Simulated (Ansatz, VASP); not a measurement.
## Sb: VASP beside Ansatz

```
CELL_PARAMETERS angstrom
5.31467 0.00000 0.00000
-2.65733 4.60264 0.00000
0.00000 0.00000 3.17052
ATOMIC_POSITIONS crystal
Sb 0.00000 0.00000 0.00000
Sb 0.33333 0.66667 0.50000
Sb 0.66667 0.33333 0.50000
```

Alike in both runs: functional LDA; k mesh 7 × 7 × 10; occupations fermi-dirac, width 0.1 eV; no spin polarisation.

Ansatz relaxed the structure, and its values are those at the end. VASP's run is a single point on that final structure, the one shown.

|  | VASP | Ansatz |
| --- | --- | --- |
| version | VASP 6.6.1 | Ansatz 0.2.0 |
| potentials or method | VASP PAW LDA potentials, release 64 (Sb), cutoff 520 eV | plane waves (420 eV) with PAW, scalar-relativistic |
| valence electrons in the cell | 15 | 45 |

Ansatz gave:

```
pressure (GPa) : 0.0
```

Question: Estimate VASP's values.

Answer: Pressure (GPa): 0.1.

Ansatz warns that its potentials were made for another functional, while VASP's fit it. LDA's correlation is that of Perdew and Zunger in VASP and of Perdew and Wang (1992) in Ansatz. VASP's potentials hold 15 valence electrons a cell and Ansatz's 45, so a difference there can come from the potentials and not from the codes.

Neither program's run includes spin-orbit coupling.
